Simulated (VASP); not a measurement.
# BN (lda) (P6_3mc) in VASP: notebook

The runs below take BN (lda) through relaxation of the atoms, with LDA.

Program: VASP 6.6.1. These are calculated values, not measurements. Logs are shortened: lines on timing, memory, paths and dates and some standing lists are left out, and cuts for length are marked.

## (1) The cell of the first run

Symmetry: P6_3mc, No. 186, hexagonal system. Conventional cell: a = 2.521 Å, b = 2.521 Å, c = 4.237 Å, α = 90.00°, β = 90.00°, γ = 120.00°. B (site symmetry 3m) has 4 N at 1.55 to 1.59 Å within 2.1 Å. N (site symmetry 3m) has 4 B at 1.55 to 1.59 Å within 2.1 Å.

## (2) Relaxation of the atoms, LDA (strained cell)

Input file INCAR:

```
PREC = Accurate
ENCUT = 520
EDIFF = 1E-7
ISMEAR = 0
SIGMA = 0.02
LREAL = F
LASPH = T
NELM = 120
ALGO = Normal
ISIF = 2
LWAVE = F
LCHARG = F
GGA = CA
IBRION = 2
NSW = 60
EDIFFG = -0.002
GGA_COMPAT = F
NELMIN = 4
```

Input file KPOINTS:

```
regular mesh
0
Gamma
  9 9 6
```

Input file POSCAR:

```
BN
1.0
    2.5206985218      0.0000000000      0.0000000000
   -1.2603492609      2.1829889551      0.0000000000
    0.0000000000      0.0000000000      4.2369422297
B N
2 2
Direct
    0.3333333333      0.6666666667     -0.0002237443
    0.6666666667      0.3333333333      0.4997762557
    0.3333333333      0.6666666667      0.3742237443
    0.6666666667      0.3333333333      0.8742237443
```

Potentials or basis: VASP PAW LDA potentials, release 64 (B, N).

Command:

```
$ cat potpaw_LDA.64/B/POTCAR potpaw_LDA.64/N/POTCAR > POTCAR
$ mpirun -np 1 vasp_std > vasp.out
```

OUTCAR:

```text
PREC = Accurate
   ENCUT = 520
   EDIFF = 1E-7
   ISMEAR = 0
   LREAL = F
   LASPH = T
   NELM = 120
   ISIF = 2
   GGA = CA
   IBRION = 2
   NSW = 60
   EDIFFG = -0.002
   NELMIN = 4

 ion  position               nearest neighbor table
   1  0.333  0.667  1.000-   4 1.55   4 1.55   4 1.55   3 1.59
   2  0.667  0.333  0.500-   3 1.55   3 1.55   3 1.55   4 1.59
   3  0.333  0.667  0.374-   2 1.55   2 1.55   2 1.55   1 1.59
   4  0.667  0.333  0.874-   1 1.55   1 1.55   1 1.55   2 1.59

  LATTYP: Found a hexagonal cell.
 ALAT       =     2.5206985218
 C/A-ratio  =     1.6808603619

  Lattice vectors:

 A1 = (   2.5206985218,   0.0000000000,   0.0000000000)
 A2 = (  -1.2603492609,   2.1829889551,   0.0000000000)
 A3 = (   0.0000000000,   0.0000000000,   4.2369422297)

Analysis of symmetry for initial positions (statically):
=====================================================================
 Subroutine PRICEL returns:
 Original cell was already a primitive cell.

 Routine SETGRP: Setting up the symmetry group for a
 hexagonal supercell.

 Subroutine GETGRP returns: Found 12 space group operations
 (whereof  6 operations were pure point group operations)
 out of a pool of 24 trial point group operations.

The static configuration has the point symmetry C_3v.
 The point group associated with its full space group is C_6v.

Analysis of symmetry for dynamics (positions and initial velocities):
=====================================================================
 Subroutine PRICEL returns:
 Original cell was already a primitive cell.

 Routine SETGRP: Setting up the symmetry group for a
 hexagonal supercell.

 Subroutine GETGRP returns: Found 12 space group operations
 (whereof  6 operations were pure point group operations)
 out of a pool of 24 trial point group operations.

The dynamic configuration has the point symmetry C_3v.
 The point group associated with its full space group is C_6v.

 Subroutine INISYM returns: Found 12 space group operations
 (whereof  6 operations are pure point group operations),
 and found     1 'primitive' translations

----------------------------------------------------------------------------------------

                                     Primitive cell

  volume of cell :      23.3144

  direct lattice vectors                    reciprocal lattice vectors
     2.520698522  0.000000000  0.000000000     0.396715431  0.229043761  0.000000000
    -1.260349261  2.182988955  0.000000000     0.000000000  0.458087522  0.000000000
     0.000000000  0.000000000  4.236942230     0.000000000  0.000000000  0.236019267

  length of vectors
     2.520698522  2.520698522  4.236942230     0.458087522  0.458087522  0.236019267

  position of ions in fractional coordinates (direct lattice)
     0.333333333  0.666666667  0.999776256
     0.666666667  0.333333333  0.499776256
     0.333333333  0.666666667  0.374223744
     0.666666667  0.333333333  0.874223744

  ion indices of the primitive-cell ions
   primitive index   ion index
                 1           1
                 2           2
                 3           3
                 4           4

----------------------------------------------------------------------------------------

 KPOINTS: regular mesh

Automatic generation of k-mesh.
 Grid dimensions read from file:
 generate k-points for:    9    9    6

 Generating k-lattice:

  Cartesian coordinates                     Fractional coordinates (reciprocal lattice)
     0.044079492  0.025449307  0.000000000     0.111111111 -0.000000000  0.000000000
     0.000000000  0.050898614  0.000000000     0.000000000  0.111111111  0.000000000
     0.000000000  0.000000000  0.039336545     0.000000000  0.000000000  0.166666667

  Length of vectors
     0.050898614  0.050898614  0.039336545

  Shift w.r.t. Gamma in fractional coordinates (k-lattice)
     0.000000000  0.000000000  0.000000000

 Subroutine IBZKPT returns following result:
 ===========================================

 Found     48 irreducible k-points:

 Following reciprocal coordinates:
            Coordinates               Weight
  0.000000  0.000000  0.000000      1.000000
  0.111111 -0.000000  0.000000      6.000000
  0.222222 -0.000000  0.000000      6.000000
  0.333333 -0.000000  0.000000      6.000000
  0.444444 -0.000000  0.000000      6.000000
  0.111111  0.111111  0.000000      6.000000
[... 16 lines left out ...]
  0.333333  0.222222  0.166667     24.000000
  0.333333  0.333333  0.166667      4.000000
 [... further k-points ...]
   k-points           NKPTS =     48   k-points in BZ     NKDIM =     48   number of bands    NBANDS=     12
   number of dos      NEDOS =    301   number of ions     NIONS =      4
   total plane-waves  NPLWV =  12800
   dimension x,y,z NGX =    20 NGY =   20 NGZ =   32
   dimension x,y,z NGXF=    40 NGYF=   40 NGZF=   64
   ions per type =               2   2
   NGX,Y,Z   is equivalent  to a cutoff of  13.19, 13.19, 12.56 a.u.
   NGXF,Y,Z  is equivalent  to a cutoff of  26.38, 26.38, 25.11 a.u.
 SYSTEM =  unknown system
   PREC   = accura    normal or accurate (medium, high low for compatibility)
   ISTART =      0    job   : 0-new  1-cont  2-samecut
   ICHARG =      2    charge: 1-file 2-atom 10-const
   ISPIN  =      1    spin polarized calculation?
   LNONCOLLINEAR =      F non collinear calculations
   LSORBIT =      F    spin-orbit coupling
   LASPH  =      T    aspherical Exc in radial PAW
   ENCUT  =  520.0 eV  38.22 Ry    6.18 a.u.   4.69  4.69  7.88*2*pi/ulx,y,z
   NELM   =    120;   NELMIN=  4; NELMDL= -5     # of ELM steps
   EDIFF  = 0.1E-06   stopping-criterion for ELM
   LREAL  =      F    real-space projection
   EDIFFG = -.2E-02   stopping-criterion for IOM
   NSW    =     60    number of steps for IOM
   IBRION =      2    ionic relax: 0-MD 1-quasi-New 2-CG
   NFREE  =      1    steps in history (QN), initial steepest desc. (CG)
   ISIF   =      2    stress and relaxation
   ISYM   =      2    0-nonsym 1-usesym 2-fastsym
   POTIM  = 0.5000    time-step for ionic-motion
   TEBEG  =    0.0;   TEEND  =   0.0 temperature during run
   PSTRESS=    0.0 pullay stress
   NELECT =      16.0000    total number of electrons
   NUPDOWN=      -1.0000    fix difference up-down
   EMIN   =  10.00;   EMAX   =-10.00  energy-range for DOS
   EFERMI =   0.00;   METHOD = LEGACY
   ISMEAR =     0;   SIGMA  =   0.02  broadening in eV -4-tet -1-fermi 0-gaus
   EFERMI_NEDOS =   21; number of points for ismear=-14 and -15
   IALGO  =     38    algorithm
   IMIX   =      4    mixing-type and parameters
     AMIX     =   0.40;   BMIX     =  1.00
     AMIX_MAG =   1.60;   BMIX_MAG =  1.00
  volume/ion in A,a.u.               =       5.83        39.33
  Fermi-wavevector in a.u.,A,eV,Ry     =   1.444020  2.728802 28.370778  2.085193
  Thomas-Fermi vector in A             =   2.562362
   LORBIT       =      0    0 simple, 1 ext, 2 COOP (PROOUT), +10 PAW based schemes
   GGA     = CA    functional components
   LHFCALC =     F    Hartree Fock is set to
   AEXX    =    0.0000 exact exchange contribution
   IVDW    =     0    specifies the selected vdW correction
   LEPSILON=     F    determine dielectric tensor
   LRPA    =     F    only Hartree local field effects (RPA)
 conjugate gradient relaxation of ions
 non-spin polarized calculation
 Gauss-broadening in eV      SIGMA  =   0.02
  energy-cutoff  :      520.00
  volume of cell :       23.31
 maximum number of plane-waves:       640
 NGX is ok and might be reduce to    20
   NGX =  9   NGY =  9   NGZ = 15

--------------------------------------- Ionic step        1  -------------------------------------------

 number of electron      16.0000003 magnetization

 Free energy of the ion-electron system (eV)
  ---------------------------------------------------
  ext. energy  EPLUGINS =         0.00000000
  ---------------------------------------------------
  free energy    TOTEN  =       -38.74107646 eV

  energy without entropy =      -38.74107646  energy(sigma->0) =      -38.74107646

------------------------ aborting loop because EDIFF is reached ----------------------------------------

  FORCE on cell =-STRESS in cart. coord.  units (eV):
  Direction    XX          YY          ZZ          XY          YZ          ZX
  --------------------------------------------------------------------------------------
  -------------------------------------------------------------------------------------
  Total        0.1747227      0.1747227     -2.0959838      0.0000000      0.0000000     -0.0000000
  in kB       12.0070086     12.0070086   -144.0368163      0.0000000      0.0000000     -0.0000000
  external PRESSURE =     -40.0075997 kB  Pullay stress =       0.0000000 kB

 VOLUME and BASIS-vectors are now :
 -----------------------------------------------------------------------------
  energy-cutoff  :      520.00
  volume of cell :       23.31
      direct lattice vectors                 reciprocal lattice vectors
     2.520698522  0.000000000  0.000000000     0.396715431  0.229043761  0.000000000
    -1.260349261  2.182988955  0.000000000     0.000000000  0.458087522  0.000000000
     0.000000000  0.000000000  4.236942230     0.000000000  0.000000000  0.236019267
[... 39 lines left out ...]
 POSITION                                       TOTAL-FORCE (eV/Angst)
 -----------------------------------------------------------------------------------
     -0.00000      1.45533      4.23644         0.000000     -0.000000     -0.011206
      1.26035      0.72766      2.11797        -0.000000      0.000000     -0.011206
     -0.00000      1.45533      1.58512         0.000000     -0.000000      0.011206
      1.26035      0.72766      3.70359        -0.000000     -0.000000      0.011206
 -----------------------------------------------------------------------------------
    total drift:                               -0.000000      0.000000      0.000778

  FREE ENERGIE OF THE ION-ELECTRON SYSTEM (eV)
  ---------------------------------------------------
  free  energy   TOTEN  =       -38.7410748774 eV

  energy  without entropy=      -38.7410748774  energy(sigma->0) =      -38.74107488

--------------------------------------- Ionic step        3  -------------------------------------------

 number of electron      16.0000003 magnetization

 Free energy of the ion-electron system (eV)
  ---------------------------------------------------
  ext. energy  EPLUGINS =         0.00000000
  ---------------------------------------------------
  free energy    TOTEN  =       -38.74108014 eV

  energy without entropy =      -38.74108014  energy(sigma->0) =      -38.74108014

 E-fermi :   7.8199     XC(G=0): -13.1613

 val. band max:        7.7366398633   @ k =   0.0000   0.0000   0.0000
 cond. band min:      12.6027342772   @ k =   0.3333   0.3333   0.0000
 fundamental gap:      4.8660944139
 Fermi energy:         7.8198501301

 k-point     1 :       0.0000    0.0000    0.0000
  band No.  band energies     occupation
      1     -12.6847      2.00000
      2      -8.5481      2.00000
      3      -3.3952      2.00000
      4       5.6919      2.00000
      5       5.6919      2.00000
      6       7.3800      2.00000
      7       7.7366      2.00000
      8       7.7366      2.00000
      9      15.7838      0.00000
     10      16.1688      0.00000
     11      16.1688      0.00000
     12      17.8180      0.00000

 k-point     2 :       0.1111   -0.0000    0.0000
  band No.  band energies     occupation
      1     -12.4093      2.00000
      2      -8.3324      2.00000
      3      -3.1225      2.00000
      4       4.5046      2.00000
      5       5.1975      2.00000
      6       6.7528      2.00000
      7       7.1293      2.00000
      8       7.4407      2.00000
      9      15.6413      0.00000
     10      16.3376      0.00000
     11      16.6992      0.00000
     12      18.5688      0.00000
[... 316 lines left out ...]
 k-point    24 :       0.3333    0.3333    0.1667
  band No.  band energies     occupation
      1      -7.1329      2.00000
      2      -7.1329      2.00000
      3      -1.5388      2.00000
      4      -0.1233      2.00000
      5      -0.1233      2.00000
      6       1.6290      2.00000
      7       3.0118      2.00000
      8       3.0118      2.00000
      9      13.3310      0.00000
     10      19.4264      0.00000
     11      19.4264      0.00000
     12      21.1593      0.00000

 [... further k-points ...]
[... 5 lines left out ...]
  --------------------------------------------------------------------------------------
  -------------------------------------------------------------------------------------
  Total        0.1733725      0.1733725     -2.0972848      0.0000000      0.0000000      0.0000000
  in kB       11.9142230     11.9142230   -144.1262215      0.0000000      0.0000000      0.0000000
  external PRESSURE =     -40.0992585 kB  Pullay stress =       0.0000000 kB

 VOLUME and BASIS-vectors are now :
 -----------------------------------------------------------------------------
  energy-cutoff  :      520.00
  volume of cell :       23.31
      direct lattice vectors                 reciprocal lattice vectors
     2.520698522  0.000000000  0.000000000     0.396715431  0.229043761  0.000000000
    -1.260349261  2.182988955  0.000000000     0.000000000  0.458087522  0.000000000
     0.000000000  0.000000000  4.236942230     0.000000000  0.000000000  0.236019267

 POSITION                                       TOTAL-FORCE (eV/Angst)
 -----------------------------------------------------------------------------------
     -0.00000      1.45533      4.23619         0.000000      0.000000      0.000232
      1.26035      0.72766      2.11772         0.000000     -0.000000      0.000232
     -0.00000      1.45533      1.58537        -0.000000      0.000000     -0.000232
      1.26035      0.72766      3.70384        -0.000000     -0.000000     -0.000232
 -----------------------------------------------------------------------------------
    total drift:                               -0.000000      0.000000     -0.000221

  FREE ENERGIE OF THE ION-ELECTRON SYSTEM (eV)
  ---------------------------------------------------
  free  energy   TOTEN  =       -38.7410801398 eV

  energy  without entropy=      -38.7410801398  energy(sigma->0) =      -38.74108014

 reached required accuracy - stopping structural energy minimisation
```

It took 15 s on 1 thread of Intel Xeon 6975P-C, shared host; peak memory 0.13 GiB.

Results:

| Property | Result |
| --- | --- |
| Free energy | -38.7411 eV |
| Energy gained by relaxing | 0.0 meV/atom |
| Ionic steps | 3 |
| Pressure after relaxing | -4.0 GPa |
| Band gap on the k mesh | 4.87 eV, indirect (least direct gap 8.05 eV) |

Final structure:
```cif
data_structure
_symmetry_space_group_name_H-M 'P 1'
_symmetry_Int_Tables_number 1
_cell_length_a 2.5207
_cell_length_b 2.5207
_cell_length_c 4.2369
_cell_angle_alpha 90.000
_cell_angle_beta 90.000
_cell_angle_gamma 120.000
_cell_volume 23.31
loop_
_atom_site_label
_atom_site_type_symbol
_atom_site_fract_x
_atom_site_fract_y
_atom_site_fract_z
_atom_site_occupancy
B1 B 0.33333 0.66667 0.99982 1
B2 B 0.66667 0.33333 0.49982 1
N1 N 0.33333 0.66667 0.37418 1
N2 N 0.66667 0.33333 0.87418 1
```

Caveat: the cell differs from its parent crystal (strained cell). A k mesh can miss the band edges.

## (3) Relaxation of the atoms, LDA (strained cell)

Input file INCAR:

```
SYSTEM = BN
PREC = Accurate
ENCUT = 520
EDIFF = 1E-7
ISMEAR = 0
SIGMA = 0.02
LREAL = .FALSE.
LASPH = .TRUE.
NELM = 120
ALGO = Normal
ISIF = 2
LWAVE = .FALSE.
LCHARG = .FALSE.
IBRION = 2
NSW = 60
EDIFFG = -0.002
GGA_COMPAT = .FALSE.
NELMIN = 4
```

Input file KPOINTS:

```
regular mesh
0
G
  9 9 6
  0 0 0
```

Input file POSCAR:

```
BN
1.0
    2.5697538486      0.0000000000      0.0000000000
   -1.2848769243      2.2254721144      0.0000000000
    0.0000000000      0.0000000000      4.2369422297
B N
2 2
Direct
    0.3333333333      0.6666666667     -0.0001705017
    0.6666666667      0.3333333333      0.4998294983
    0.3333333333      0.6666666667      0.3741705017
    0.6666666667      0.3333333333      0.8741705017
```

Potentials or basis: VASP PAW LDA potentials, release 64 (B, N).

Command:

```
$ cat potpaw_LDA.64/B/POTCAR potpaw_LDA.64/N/POTCAR > POTCAR
$ mpirun -np 1 vasp_std > vasp.out
```

Wall time 16 s (1 thread of Intel Xeon 6975P-C, shared host); peak memory 0.13 GiB.

The run converged. Its results:

```yaml
Free_energy: -38.6897 eV
Energy_gained_by_relaxing: 0.0 meV/atom
Ionic_steps: 3
Pressure_after_relaxing: -18.0 GPa
Band_gap_on_the_k_mesh: 5.02 eV, indirect (least direct gap 8.02 eV)
```

Stress tensor (GPa, compression positive):
```
-18.95   0.00   0.00
  0.00 -18.95   0.00
  0.00   0.00 -16.01
```

Final structure:
```yaml
crystal:
  lattice:
    - [2.56975, 0.00000, 0.00000]
    - [-1.28488, 2.22547, 0.00000]
    - [0.00000, 0.00000, 4.23694]
  atoms:
    - { symbol: B, position: [0.33333, 0.66667, 0.99961] }
    - { symbol: B, position: [0.66667, 0.33333, 0.49961] }
    - { symbol: N, position: [0.33333, 0.66667, 0.37439] }
    - { symbol: N, position: [0.66667, 0.33333, 0.87439] }
```

Levels at points of the mesh, in eV from the valence-band top:
| k point | band 4 | band 5 | band 6 | band 7 | band 8 | band 9 | band 10 | band 11 | band 12 |
| --- | --- | --- | --- | --- | --- | --- | --- | --- | --- |
| (0.00, 0.00, 0.00) | -2.10 | -2.10 | -0.24 | 0.00 | 0.00 | 8.11 | 8.11 | 8.45 | 9.24 |
| (0.00, 0.00, 0.50) | -5.55 | -1.16 | -1.16 | -1.16 | -1.16 | 9.19 | 9.19 | 9.64 | 9.64 |

Caveat: the cell differs from its parent crystal (strained cell). A k mesh can miss the band edges.
